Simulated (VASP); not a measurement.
# MgO (Fm-3m) in VASP: a series of runs

MgO is run at these levels: LDA; tasks: single point.

All numbers are computed with VASP 6.6.1; they aren't measurements. Logs are shortened: lines on timing, memory, paths and dates and some standing lists are left out, and cuts for length are marked.

## Step 1: The cell of the first run

The structure is cubic, space group Fm-3m (No. 225). Conventional cell: a = 4.257 Å, b = 4.257 Å, c = 4.257 Å, α = 90.00°, β = 90.00°, γ = 90.00°. Mg (site symmetry m-3m) has 6 O at 2.13 Å within 2.8 Å. Within 2.8 Å of O (site symmetry m-3m) lie 6 Mg at 2.13 Å.

## Step 2: Single point, LDA

The input, INCAR:

```
SYSTEM = MgO
  ALGO = Normal
  EDIFF = 1E-6
  ENCUT = 600
  GGA_COMPAT = .FALSE.
  ISIF = 2
  ISMEAR = -1
  LASPH = .TRUE.
  LCHARG = .TRUE.
  LELF = .TRUE.
  LREAL = .FALSE.
  LVHAR = .TRUE.
  LWAVE = .FALSE.
  NBANDS = 11
  NELM = 120
  PREC = Accurate
  SIGMA = 0.05
```

The input, KPOINTS:

```
k-points
0
G
  9 9 9
  0 0 0
```

The input, POSCAR:

```
MgO
1.0
    0.0000000000      2.1285000000      2.1285000000
    2.1285000000      0.0000000000      2.1285000000
    2.1285000000      2.1285000000      0.0000000000
Mg O
1 1
Direct
    0.0000000000      0.0000000000      0.0000000000
    0.5000000000      0.5000000000      0.5000000000
```

Potentials or basis: VASP PAW LDA potentials, release 64 (Mg, O).

On the command line:

```console
cat potpaw_LDA.64/Mg/POTCAR potpaw_LDA.64/O/POTCAR > POTCAR
mpirun -np 1 vasp_std > vasp.out
```

OUTCAR:

```text
SYSTEM = MgO
   EDIFF = 1E-6
   ENCUT = 600
   ISIF = 2
   ISMEAR = -1
   LASPH = .TRUE.
   LREAL = .FALSE.
   NELM = 120
   PREC = Accurate

 ion  position               nearest neighbor table
   1  0.000  0.000  0.000-   2 2.13   2 2.13   2 2.13   2 2.13   2 2.13   2 2.13
   2  0.500  0.500  0.500-   1 2.13   1 2.13   1 2.13   1 2.13   1 2.13   1 2.13

  LATTYP: Found a face centered cubic cell.
 ALAT       =     4.2570000000

  Lattice vectors:

 A1 = (   0.0000000000,   2.1285000000,   2.1285000000)
 A2 = (   2.1285000000,   0.0000000000,   2.1285000000)
 A3 = (   2.1285000000,   2.1285000000,   0.0000000000)

Analysis of symmetry for initial positions (statically):
=====================================================================
 Subroutine PRICEL returns:
 Original cell was already a primitive cell.

 Routine SETGRP: Setting up the symmetry group for a
 face centered cubic supercell.

 Subroutine GETGRP returns: Found 48 space group operations
 (whereof 48 operations were pure point group operations)
 out of a pool of 48 trial point group operations.

The static configuration has the point symmetry O_h .

Analysis of symmetry for dynamics (positions and initial velocities):
=====================================================================
 Subroutine PRICEL returns:
 Original cell was already a primitive cell.

 Routine SETGRP: Setting up the symmetry group for a
 face centered cubic supercell.

 Subroutine GETGRP returns: Found 48 space group operations
 (whereof 48 operations were pure point group operations)
 out of a pool of 48 trial point group operations.

The dynamic configuration has the point symmetry O_h .

 Subroutine INISYM returns: Found 48 space group operations
 (whereof 48 operations are pure point group operations),
 and found     1 'primitive' translations

----------------------------------------------------------------------------------------

                                     Primitive cell

  volume of cell :      19.2864

  direct lattice vectors                    reciprocal lattice vectors
     0.000000000  2.128500000  2.128500000    -0.234907212  0.234907212  0.234907212
     2.128500000  0.000000000  2.128500000     0.234907212 -0.234907212  0.234907212
     2.128500000  2.128500000  0.000000000     0.234907212  0.234907212 -0.234907212

  length of vectors
     3.010153568  3.010153568  3.010153568     0.406871226  0.406871226  0.406871226

  position of ions in fractional coordinates (direct lattice)
     0.000000000  0.000000000  0.000000000
     0.500000000  0.500000000  0.500000000

  ion indices of the primitive-cell ions
   primitive index   ion index
                 1           1
                 2           2

----------------------------------------------------------------------------------------

 KPOINTS: k-points

Automatic generation of k-mesh.
 Grid dimensions read from file:
 generate k-points for:    9    9    9

 Generating k-lattice:

  Cartesian coordinates                     Fractional coordinates (reciprocal lattice)
    -0.026100801  0.026100801  0.026100801     0.111111111  0.000000000  0.000000000
     0.026100801 -0.026100801  0.026100801     0.000000000  0.111111111  0.000000000
     0.026100801  0.026100801 -0.026100801     0.000000000  0.000000000  0.111111111

  Length of vectors
     0.045207914  0.045207914  0.045207914

  Shift w.r.t. Gamma in fractional coordinates (k-lattice)
     0.000000000  0.000000000  0.000000000

 Subroutine IBZKPT returns following result:
 ===========================================

 Found     35 irreducible k-points:

 Following reciprocal coordinates:
            Coordinates               Weight
  0.000000  0.000000  0.000000      1.000000
  0.111111  0.000000  0.000000      8.000000
  0.222222  0.000000  0.000000      8.000000
  0.333333  0.000000  0.000000      8.000000
  0.444444  0.000000  0.000000      8.000000
  0.111111  0.111111  0.000000      6.000000
[... 16 lines left out ...]
 -0.333333  0.333333  0.000000     12.000000
  0.444444  0.444444  0.000000      6.000000
 [... further k-points ...]
   k-points           NKPTS =     35   k-points in BZ     NKDIM =     35   number of bands    NBANDS=     11
   number of dos      NEDOS =    301   number of ions     NIONS =      2
   total plane-waves  NPLWV =  13824
   dimension x,y,z NGX =    24 NGY =   24 NGZ =   24
   dimension x,y,z NGXF=    48 NGYF=   48 NGZF=   48
   ions per type =               1   1
   NGX,Y,Z   is equivalent  to a cutoff of  13.25, 13.25, 13.25 a.u.
   NGXF,Y,Z  is equivalent  to a cutoff of  26.51, 26.51, 26.51 a.u.
 SYSTEM =  MgO
   PREC   = accura    normal or accurate (medium, high low for compatibility)
   ISTART =      0    job   : 0-new  1-cont  2-samecut
   ICHARG =      2    charge: 1-file 2-atom 10-const
   ISPIN  =      1    spin polarized calculation?
   LNONCOLLINEAR =      F non collinear calculations
   LSORBIT =      F    spin-orbit coupling
   LASPH  =      T    aspherical Exc in radial PAW
   ENCUT  =  600.0 eV  44.10 Ry    6.64 a.u.   6.01  6.01  6.01*2*pi/ulx,y,z
   NELM   =    120;   NELMIN=  2; NELMDL= -5     # of ELM steps
   EDIFF  = 0.1E-05   stopping-criterion for ELM
   LREAL  =      F    real-space projection
   EDIFFG = 0.1E-04   stopping-criterion for IOM
   NSW    =      0    number of steps for IOM
   IBRION =     -1    ionic relax: 0-MD 1-quasi-New 2-CG
   NFREE  =      0    steps in history (QN), initial steepest desc. (CG)
   ISIF   =      2    stress and relaxation
   ISYM   =      2    0-nonsym 1-usesym 2-fastsym
   POTIM  = 0.5000    time-step for ionic-motion
   TEBEG  =    0.0;   TEEND  =   0.0 temperature during run
   PSTRESS=    0.0 pullay stress
   NELECT =       8.0000    total number of electrons
   NUPDOWN=      -1.0000    fix difference up-down
   EMIN   =  10.00;   EMAX   =-10.00  energy-range for DOS
   EFERMI =   0.00;   METHOD = LEGACY
   ISMEAR =    -1;   SIGMA  =   0.05  broadening in eV -4-tet -1-fermi 0-gaus
   EFERMI_NEDOS =   21; number of points for ismear=-14 and -15
   IALGO  =     38    algorithm
   IMIX   =      4    mixing-type and parameters
     AMIX     =   0.40;   BMIX     =  1.00
     AMIX_MAG =   1.60;   BMIX_MAG =  1.00
  volume/ion in A,a.u.               =       9.64        65.08
  Fermi-wavevector in a.u.,A,eV,Ry     =   1.220922  2.307208 20.281524  1.490650
  Thomas-Fermi vector in A             =   2.356122
   LORBIT       =      0    0 simple, 1 ext, 2 COOP (PROOUT), +10 PAW based schemes
   GGA     = CA    functional components
   LHFCALC =     F    Hartree Fock is set to
   AEXX    =    0.0000 exact exchange contribution
   IVDW    =     0    specifies the selected vdW correction
   LEPSILON=     F    determine dielectric tensor
   LRPA    =     F    only Hartree local field effects (RPA)
 non-spin polarized calculation
  energy-cutoff  :      600.00
  volume of cell :       19.29
 maximum number of plane-waves:       652
   NGX = 13   NGY = 13   NGZ = 13

 number of electron       8.0000004 magnetization

 Free energy of the ion-electron system (eV)
  ---------------------------------------------------
  ext. energy  EPLUGINS =         0.00000000
  ---------------------------------------------------
  free energy    TOTEN  =       -13.39091608 eV

  energy without entropy =      -13.39091608  energy(sigma->0) =      -13.39091608

 E-fermi :   3.6460     XC(G=0): -11.4389

 val. band max:        2.6407523410   @ k =   0.0000   0.0000   0.0000
 cond. band min:       6.9946330522   @ k =   0.0000   0.0000   0.0000
 fundamental gap:      4.3538807112
 Fermi energy:         3.6459936069

 k-point     1 :       0.0000    0.0000    0.0000
  band No.  band energies     occupation
      1     -14.1967      2.00000
      2       2.6408      2.00000
      3       2.6408      2.00000
      4       2.6408      2.00000
      5       6.9946      0.00000
      6      17.9950      0.00000
      7      17.9950      0.00000
      8      17.9950      0.00000
      9      21.9373      0.00000
     10      23.5416      0.00000
     11      23.5416      0.00000

 k-point     2 :       0.1111    0.0000    0.0000
  band No.  band energies     occupation
      1     -14.0686      2.00000
      2       1.8565      2.00000
      3       2.5612      2.00000
      4       2.5612      2.00000
      5       7.7460      0.00000
      6      16.5874      0.00000
      7      18.2695      0.00000
      8      18.2695      0.00000
      9      22.6233      0.00000
     10      22.6233      0.00000
     11      23.6975      0.00000

 k-point     3 :       0.2222    0.0000    0.0000
  band No.  band energies     occupation
      1     -13.7241      2.00000
      2       0.3762      2.00000
      3       2.3671      2.00000
      4       2.3671      2.00000
      5       9.0525      0.00000
      6      15.0339      0.00000
      7      18.7144      0.00000
      8      18.7144      0.00000
      9      22.0242      0.00000
     10      22.0242      0.00000
     11      23.9478      0.00000

 k-point     4 :       0.3333    0.0000    0.0000
  band No.  band energies     occupation
      1     -13.2888      2.00000
      2      -0.9879      2.00000
      3       2.1586      2.00000
      4       2.1586      2.00000
      5       9.9230      0.00000
      6      14.4875      0.00000
      7      18.6152      0.00000
      8      18.6152      0.00000
      9      22.8742      0.00000
     10      22.8742      0.00000
     11      23.2353      0.00000
[... 239 lines left out ...]
 k-point    22 :      -0.4444    0.3333    0.0000
  band No.  band energies     occupation
      1     -12.6820      2.00000
      2      -0.9819      2.00000
      3       0.3249      2.00000
      4       1.5052      2.00000
      5      12.2233      0.00000
      6      13.5133      0.00000
      7      14.8402      0.00000
      8      20.0310      0.00000
      9      20.2937      0.00000
     10      27.4861      0.00000
     11      28.7883      0.00000

 k-point    23 :      -0.3333    0.3333    0.0000
  band No.  band energies     occupation
      1     -12.6969      2.00000
      2      -0.5428      2.00000
      3      -0.3767      2.00000
      4       1.6652      2.00000
      5      12.5522      0.00000
      6      14.3961      0.00000
      7      14.4845      0.00000
      8      19.6629      0.00000
      9      20.8099      0.00000
     10      25.2250      0.00000
     11      29.2123      0.00000

 k-point    24 :       0.4444    0.4444    0.0000
  band No.  band energies     occupation
      1     -12.7152      2.00000
      2      -1.3115      2.00000
      3       1.3465      2.00000
      4       1.3465      2.00000
      5      11.6008      0.00000
      6      11.9977      0.00000
      7      15.2075      0.00000
      8      20.7205      0.00000
      9      20.7205      0.00000
     10      27.3363      0.00000
     11      28.4178      0.00000

 [... further k-points ...]

------------------------ aborting loop because EDIFF is reached ----------------------------------------

  FORCE on cell =-STRESS in cart. coord.  units (eV):
  Direction    XX          YY          ZZ          XY          YZ          ZX
  --------------------------------------------------------------------------------------
  -------------------------------------------------------------------------------------
  Total       -1.4819307     -1.4819307     -1.4819307      0.0000000     -0.0000000      0.0000000
  in kB     -123.1083533   -123.1083533   -123.1083533      0.0000000     -0.0000000      0.0000000
  external PRESSURE =    -123.1083533 kB  Pullay stress =       0.0000000 kB

 VOLUME and BASIS-vectors are now :
 -----------------------------------------------------------------------------
  energy-cutoff  :      600.00
  volume of cell :       19.29
      direct lattice vectors                 reciprocal lattice vectors
     0.000000000  2.128500000  2.128500000    -0.234907212  0.234907212  0.234907212
     2.128500000  0.000000000  2.128500000     0.234907212 -0.234907212  0.234907212
     2.128500000  2.128500000  0.000000000     0.234907212  0.234907212 -0.234907212

 POSITION                                       TOTAL-FORCE (eV/Angst)
 -----------------------------------------------------------------------------------
      0.00000      0.00000      0.00000         0.000000      0.000000      0.000000
      2.12850      2.12850      2.12850        -0.000000     -0.000000     -0.000000
 -----------------------------------------------------------------------------------
    total drift:                               -0.000000     -0.000000      0.000000

  FREE ENERGIE OF THE ION-ELECTRON SYSTEM (eV)
  ---------------------------------------------------
  free  energy   TOTEN  =       -13.3909160788 eV

  energy  without entropy=      -13.3909160788  energy(sigma->0) =      -13.39091608
```

Run time: 5.2 s. Hardware: 1 thread of Intel Xeon 6975P-C, shared host; peak memory 0.13 GiB.

Results:

```yaml
Free_energy: -13.3909 eV
Pressure: -12.3 GPa
Band_gap_on_the_k_mesh: 4.35 eV, direct
```

## Step 3: Single point, LDA

The input, INCAR:

```
PREC = Accurate ; ENCUT = 600
EDIFF = 1E-6 ; ISMEAR = -1
SIGMA = 0.05 ; LREAL = False
LASPH = True ; NELM = 120
ALGO = Normal ; ISIF = 2
LWAVE = False ; LCHARG = True
GGA = CA ; LELF = True
LVHAR = True ; NBANDS = 11
GGA_COMPAT = False
```

The input, KPOINTS:

```
regular mesh
0
Gamma
  9 9 9
```

POSCAR is that of step 2.

Potentials or basis: VASP PAW LDA potentials, release 64 (Mg, O).

On the command line:

```console
cat potpaw_LDA.64/Mg/POTCAR potpaw_LDA.64/O/POTCAR > POTCAR
mpirun -np 1 vasp_std > vasp.out
```

It took 6.5 s on 1 thread of Intel Xeon 6975P-C, shared host; peak memory 0.13 GiB.

The run converged. Its results:

```
Free energy            : -13.3909 eV
Pressure               : -12.3 GPa
Band gap on the k mesh : 4.35 eV, direct
```

Levels at points of the mesh, in eV from the valence-band top:
```
           k point  band 1  band 2  band 3  band 4  band 5  band 6  band 7  band 8  band 9
(0.00, 0.00, 0.00)  -16.84    0.00    0.00    0.00    4.35   15.35   15.35   15.35   19.30
```

## Step 4: Single point, LDA

The input, INCAR:

```
SYSTEM = MgO
  ALGO = Normal
  EDIFF = 1E-6
  ENCUT = 600
  GGA = CA
  GGA_COMPAT = .False.
  ISIF = 2
  ISMEAR = -1
  LASPH = .True.
  LCHARG = .False.
  LREAL = .False.
  LWAVE = .False.
  NBANDS = 11
  NELM = 120
  PREC = Accurate
  SIGMA = 0.05
```

The input, KPOINTS:

```
k-points
0
Gamma
  9 9 9
  0 0 0
```

POSCAR is that of step 3.

On the command line:

```console
cat potpaw_LDA.64/Mg/POTCAR potpaw_LDA.64/O/POTCAR > POTCAR
mpirun -np 1 vasp_std > vasp.out
```

Run time: 5.5 s. Hardware: 1 thread of Intel Xeon 6975P-C, shared host; peak memory 0.13 GiB.

Results (log left out):

```
Free energy            : -13.3909 eV
Pressure               : -12.3 GPa
Band gap on the k mesh : 4.35 eV, direct
```

Levels at points of the mesh, in eV from the valence-band top:
```
           k point  band 1  band 2  band 3  band 4  band 5  band 6  band 7  band 8  band 9
(0.00, 0.00, 0.00)  -16.84    0.00    0.00    0.00    4.35   15.35   15.35   15.35   19.30
```

Expect the measured gap to be larger: semilocal functionals such as LDA lack the derivative discontinuity.

(Part 1 of 2 ends here.)
